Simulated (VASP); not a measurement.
# Ge in VASP: single point with PBE

Aim: the single point of Ge with PBE.

Program: VASP 6.6.1. These are calculated values, not measurements. Logs are shortened: lines on timing, memory, paths and dates and some standing lists are left out, and cuts for length are marked.

### 1 The cell of the first run

The cell holds a slab with vacuum, 24 atoms: a = 4.001 Å, b = 5.658 Å, c = 36.004 Å, α = 90.00°, β = 90.00°, γ = 90.00°.

### 2 Single point, PBE

The input, INCAR:

```
SYSTEM = Ge
  ALGO = Normal
  DIPOL = 0.5 0.5 0.500
  EDIFF = 1E-7
  ENCUT = 520
  GGA = PE
  IDIPOL = 3
  ISIF = 2
  ISMEAR = 0
  KPAR = 4
  LASPH = .True.
  LCHARG = .True.
  LDIPOL = .True.
  LREAL = Auto
  LVACPOTAV = .True.
  LVHAR = .True.
  LWAVE = .False.
  NBANDS = 186
  NELM = 60
  PREC = Accurate
  SIGMA = 0.05
```

The input, KPOINTS:

```
k-points
0
Gamma
  8 6 1
  0 0 0
```

The input, POSCAR:

```
Ge
1.0
    4.0008101680      0.0000000000      0.0000000000
    0.0000000000      5.6580000000      0.0000000000
    0.0000000000      0.0000000000     36.0044559237
Ge
24
Direct
    0.0000000000      0.0000000000      0.1944203799
    0.5000000000      0.2500000000      0.1944203799
    0.5000000000      0.5000000000      0.2499803109
    0.0000000000      0.7500000000      0.2499803109
    0.0000000000      0.0000000000      0.3055402418
    0.5000000000      0.2500000000      0.3055402418
    0.5000000000      0.5000000000      0.3611001727
    0.0000000000      0.7500000000      0.3611001727
    0.0000000000      0.0000000000      0.4166601036
    0.5000000000      0.2500000000      0.4166601036
    0.5000000000      0.5000000000      0.4722200345
    0.0000000000      0.7500000000      0.4722200345
    0.0000000000      0.0000000000      0.5277799655
    0.5000000000      0.2500000000      0.5277799655
    0.5000000000      0.5000000000      0.5833398964
    0.0000000000      0.7500000000      0.5833398964
    0.0000000000      0.0000000000      0.6388998273
    0.5000000000      0.2500000000      0.6388998273
    0.5000000000      0.5000000000      0.6944597582
    0.0000000000      0.7500000000      0.6944597582
    0.0000000000      0.0000000000      0.7500196891
    0.5000000000      0.2500000000      0.7500196891
    0.5000000000      0.5000000000      0.8055796201
    0.0000000000      0.7500000000      0.8055796201
```

Potentials or basis: VASP PAW PBE potentials, release 64 (Ge_d).

Launch:

```console
$ cat potpaw_PBE.64/Ge_d/POTCAR > POTCAR
$ mpirun -np 4 vasp_std > vasp.out
```

OUTCAR:

```text
SYSTEM = Ge
   EDIFF = 1E-7
   ENCUT = 520
   GGA = PE
   ISIF = 2
   ISMEAR = 0
   LASPH = .True.
   LREAL = Auto
   NELM = 60
   PREC = Accurate

 ion  position               nearest neighbor table
   1  0.000  0.000  0.194-   2 2.45   2 2.45   4 2.45
   2  0.500  0.250  0.194-   1 2.45   1 2.45   3 2.45
   3  0.500  0.500  0.250-   6 2.45   4 2.45   4 2.45   2 2.45
   4  0.000  0.750  0.250-   5 2.45   3 2.45   3 2.45   1 2.45
   5  0.000  0.000  0.306-   8 2.45   4 2.45   6 2.45   6 2.45
   6  0.500  0.250  0.306-   7 2.45   3 2.45   5 2.45   5 2.45
   7  0.500  0.500  0.361-   6 2.45  10 2.45   8 2.45   8 2.45
   8  0.000  0.750  0.361-   5 2.45   9 2.45   7 2.45   7 2.45
[... 12 lines left out ...]
  21  0.000  0.000  0.750-  20 2.45  22 2.45  22 2.45  24 2.45
  22  0.500  0.250  0.750-  19 2.45  21 2.45  21 2.45  23 2.45
  23  0.500  0.500  0.806-  24 2.45  24 2.45  22 2.45
  24  0.000  0.750  0.806-  23 2.45  23 2.45  21 2.45

  LATTYP: Found a simple orthorhombic cell.
 ALAT       =     4.0008101680
 B/A-ratio  =     1.4142135624
 C/A-ratio  =     8.9992912465

  Lattice vectors:

 A1 = (   4.0008101680,   0.0000000000,   0.0000000000)
 A2 = (   0.0000000000,   5.6580000000,   0.0000000000)
 A3 = (   0.0000000000,   0.0000000000,  36.0044559237)

Analysis of symmetry for initial positions (statically):
=====================================================================
 Subroutine PRICEL returns:
 Original cell was already a primitive cell.

 Routine SETGRP: Setting up the symmetry group for a
 simple orthorhombic supercell.

 Subroutine GETGRP returns: Found  8 space group operations
 (whereof  2 operations were pure point group operations)
 out of a pool of  8 trial point group operations.

The static configuration has the point symmetry C_1h.
 The point group associated with its full space group is D_2h.

Analysis of symmetry for dynamics (positions and initial velocities):
=====================================================================
 Subroutine PRICEL returns:
 Original cell was already a primitive cell.

 Routine SETGRP: Setting up the symmetry group for a
 simple orthorhombic supercell.

 Subroutine GETGRP returns: Found  8 space group operations
 (whereof  2 operations were pure point group operations)
 out of a pool of  8 trial point group operations.

The dynamic configuration has the point symmetry C_1h.
 The point group associated with its full space group is D_2h.

 Subroutine INISYM returns: Found  8 space group operations
 (whereof  2 operations are pure point group operations),
 and found     1 'primitive' translations

----------------------------------------------------------------------------------------

                                     Primitive cell

  volume of cell :     815.0179

  direct lattice vectors                    reciprocal lattice vectors
     4.000810168  0.000000000  0.000000000     0.249949375  0.000000000  0.000000000
     0.000000000  5.658000000  0.000000000     0.000000000  0.176740898  0.000000000
     0.000000000  0.000000000 36.004455924     0.000000000  0.000000000  0.027774340

  length of vectors
     4.000810168  5.658000000 36.004455924     0.249949375  0.176740898  0.027774340

  position of ions in fractional coordinates (direct lattice)
     0.000000000  0.000000000  0.194420380
     0.500000000  0.250000000  0.194420380
     0.500000000  0.500000000  0.249980311
     0.000000000  0.750000000  0.249980311
     0.000000000  0.000000000  0.305540242
     0.500000000  0.250000000  0.305540242
[... 16 lines left out ...]
     0.500000000  0.500000000  0.805579620
     0.000000000  0.750000000  0.805579620

  ion indices of the primitive-cell ions
   primitive index   ion index
                 1           1
                 2           2
                 3           3
                 4           4
                 5           5
                 6           6
[... 16 lines left out ...]
                23          23
                24          24

----------------------------------------------------------------------------------------

 KPOINTS: k-points

Automatic generation of k-mesh.
 Grid dimensions read from file:
 generate k-points for:    8    6    1

 Generating k-lattice:

  Cartesian coordinates                     Fractional coordinates (reciprocal lattice)
     0.031243672  0.000000000  0.000000000     0.125000000  0.000000000  0.000000000
     0.000000000  0.029456816  0.000000000     0.000000000  0.166666667  0.000000000
     0.000000000  0.000000000  0.027774340     0.000000000  0.000000000  1.000000000

  Length of vectors
     0.031243672  0.029456816  0.027774340

  Shift w.r.t. Gamma in fractional coordinates (k-lattice)
     0.000000000  0.000000000  0.000000000

 Subroutine IBZKPT returns following result:
 ===========================================

 Found     20 irreducible k-points:

 Following reciprocal coordinates:
            Coordinates               Weight
  0.000000  0.000000  0.000000      1.000000
  0.125000  0.000000  0.000000      2.000000
  0.250000  0.000000  0.000000      2.000000
  0.375000  0.000000  0.000000      2.000000
  0.500000  0.000000  0.000000      1.000000
  0.000000  0.166667  0.000000      2.000000
[... 12 lines left out ...]
  0.375000  0.500000  0.000000      2.000000
  0.500000  0.500000  0.000000      1.000000
   k-points           NKPTS =     20   k-points in BZ     NKDIM =     20   number of bands    NBANDS=    186
   number of dos      NEDOS =    301   number of ions     NIONS =     24
   total plane-waves  NPLWV = 340200
   dimension x,y,z NGX =    30 NGY =   42 NGZ =  270
   dimension x,y,z NGXF=    60 NGYF=   84 NGZF=  540
   ions per type =              24
   NGX,Y,Z   is equivalent  to a cutoff of  12.47, 12.34, 12.47 a.u.
   NGXF,Y,Z  is equivalent  to a cutoff of  24.93, 24.68, 24.93 a.u.
 SYSTEM =  Ge
   PREC   = accura    normal or accurate (medium, high low for compatibility)
   ISTART =      0    job   : 0-new  1-cont  2-samecut
   ICHARG =      2    charge: 1-file 2-atom 10-const
   ISPIN  =      1    spin polarized calculation?
   LNONCOLLINEAR =      F non collinear calculations
   LSORBIT =      F    spin-orbit coupling
   LASPH  =      T    aspherical Exc in radial PAW
   ENCUT  =  520.0 eV  38.22 Ry    6.18 a.u.   7.44 10.52 66.94*2*pi/ulx,y,z
   NELM   =     60;   NELMIN=  2; NELMDL= -5     # of ELM steps
   EDIFF  = 0.1E-06   stopping-criterion for ELM
   LREAL  =      T    real-space projection
   EDIFFG = 0.1E-05   stopping-criterion for IOM
   NSW    =      0    number of steps for IOM
   IBRION =     -1    ionic relax: 0-MD 1-quasi-New 2-CG
   NFREE  =      0    steps in history (QN), initial steepest desc. (CG)
   ISIF   =      2    stress and relaxation
   ISYM   =      2    0-nonsym 1-usesym 2-fastsym
   POTIM  = 0.5000    time-step for ionic-motion
   TEBEG  =    0.0;   TEEND  =   0.0 temperature during run
   PSTRESS=    0.0 pullay stress
   NELECT =     336.0000    total number of electrons
   NUPDOWN=      -1.0000    fix difference up-down
   EMIN   =  10.00;   EMAX   =-10.00  energy-range for DOS
   EFERMI =   0.00;   METHOD = LEGACY
   ISMEAR =     0;   SIGMA  =   0.05  broadening in eV -4-tet -1-fermi 0-gaus
   EFERMI_NEDOS =   21; number of points for ismear=-14 and -15
   IALGO  =     38    algorithm
   IMIX   =      4    mixing-type and parameters
     AMIX     =   0.40;   BMIX     =  1.00
     AMIX_MAG =   1.60;   BMIX_MAG =  1.00
  volume/ion in A,a.u.               =      33.96       229.17
  Fermi-wavevector in a.u.,A,eV,Ry     =   1.218425  2.302490 20.198665  1.484560
  Thomas-Fermi vector in A             =   2.353712
   LORBIT       =      0    0 simple, 1 ext, 2 COOP (PROOUT), +10 PAW based schemes
   GGA     = PE    functional components
   LHFCALC =     F    Hartree Fock is set to
   AEXX    =    0.0000 exact exchange contribution
   IVDW    =     0    specifies the selected vdW correction
   LEPSILON=     F    determine dielectric tensor
   LRPA    =     F    only Hartree local field effects (RPA)
 non-spin polarized calculation
 Gauss-broadening in eV      SIGMA  =   0.05
  energy-cutoff  :      520.00
  volume of cell :      815.02
 maximum number of plane-waves:     22034
 NGX is ok and might be reduce to    30
   NGX = 15   NGY = 21   NGZ =133

 dipolmoment           0.000000      0.000000      0.000000 electrons x Angstroem

 number of electron     335.9999376 magnetization

 dipolmoment           0.000000      0.000000     -0.000000 electrons x Angstroem

 Free energy of the ion-electron system (eV)
  ---------------------------------------------------
  ext. energy  EPLUGINS =         0.00000000
  ---------------------------------------------------
  free energy    TOTEN  =      -104.38501900 eV

  energy without entropy =     -104.36498317  energy(sigma->0) =     -104.37500109

 E-fermi :   1.5987     XC(G=0):  -7.0759

 val. band max:        1.5956679207   @ k =   0.1250   0.3333   0.0000
 cond. band min:       1.6035853549   @ k =   0.0000   0.1667   0.0000
 fundamental gap:      0.0079174342
 Fermi energy:         1.5987282235

 k-point     1 :       0.0000    0.0000    0.0000
  band No.  band energies     occupation
      1     -23.2053      2.00000
      2     -23.2020      2.00000
      3     -23.1932      2.00000
      4     -23.1896      2.00000
      5     -23.1843      2.00000
      6     -23.1818      2.00000
[... 3649 lines left out ...]
    179       5.1743      0.00000
    180       5.1743      0.00000
 [bands above 180 left out]

------------------------ aborting loop because EDIFF is reached ----------------------------------------

  FORCE on cell =-STRESS in cart. coord.  units (eV):
  Direction    XX          YY          ZZ          XY          YZ          ZX
  --------------------------------------------------------------------------------------
  -------------------------------------------------------------------------------------
  Total       12.2061727      9.6537016     13.2748461     -0.0000000     -0.0000000      0.0000000
  in kB       23.9951214     18.9774262     26.0959394     -0.0000000     -0.0000000      0.0000000
  external PRESSURE =      23.0228290 kB  Pullay stress =       0.0000000 kB

 VOLUME and BASIS-vectors are now :
 -----------------------------------------------------------------------------
  energy-cutoff  :      520.00
  volume of cell :      815.02
      direct lattice vectors                 reciprocal lattice vectors
     4.000810168  0.000000000  0.000000000     0.249949375  0.000000000  0.000000000
     0.000000000  5.658000000  0.000000000     0.000000000  0.176740898  0.000000000
     0.000000000  0.000000000 36.004455924     0.000000000  0.000000000  0.027774340

 POSITION                                       TOTAL-FORCE (eV/Angst)
 -----------------------------------------------------------------------------------
      0.00000      0.00000      7.00000        -0.000000      0.121367     -0.271965
      2.00041      1.41450      7.00000        -0.000000     -0.121367     -0.271965
      2.00041      2.82900      9.00041        -0.000000     -0.185094     -0.089454
      0.00000      4.24350      9.00041         0.000000      0.185094     -0.089454
      0.00000      0.00000     11.00081         0.000000      0.034165      0.015503
      2.00041      1.41450     11.00081        -0.000000     -0.034165      0.015503
[... 16 lines left out ...]
      2.00041      2.82900     29.00446        -0.000000      0.121367      0.271965
      0.00000      4.24350     29.00446         0.000000     -0.121367      0.271965
 -----------------------------------------------------------------------------------
    total drift:                                0.000000      0.000000     -0.000000

  FREE ENERGIE OF THE ION-ELECTRON SYSTEM (eV)
  ---------------------------------------------------
  free  energy   TOTEN  =      -104.3850190043 eV

  energy  without entropy=     -104.3649831705  energy(sigma->0) =     -104.37500109

 vacuum level on the upper side and lower side of the slab         6.395         6.395
```

Wall time 26 min (4 MPI ranks of AMD EPYC 9R45 (Zen 5), shared host); peak memory 1.9 GiB.

What came out:

| Item | Value |
| --- | --- |
| Free energy | -104.3850 eV |
| Largest force | 0.298 eV/Å |
| Band gap on the k mesh | zero (bands 168 and 169 overlap by 0.38 eV) |

Forces on the atoms (eV/Å):
```
Ge   0.000  0.121 -0.272
Ge   0.000 -0.121 -0.272
Ge   0.000 -0.185 -0.089
Ge   0.000  0.185 -0.089
Ge   0.000  0.034  0.016
Ge   0.000 -0.034  0.016
Ge   0.000 -0.006  0.054
Ge   0.000  0.006  0.054
Ge   0.000  0.016  0.009
Ge   0.000 -0.016  0.009
Ge   0.000  0.015  0.006
Ge   0.000 -0.015  0.006
Ge   0.000  0.015 -0.006
Ge   0.000 -0.015 -0.006
Ge   0.000  0.016 -0.009
Ge   0.000 -0.016 -0.009
Ge   0.000 -0.006 -0.054
Ge   0.000  0.006 -0.054
Ge   0.000  0.034 -0.016
Ge   0.000 -0.034 -0.016
Ge   0.000 -0.185  0.089
Ge   0.000  0.185  0.089
Ge   0.000  0.121  0.272
Ge   0.000 -0.121  0.272
```
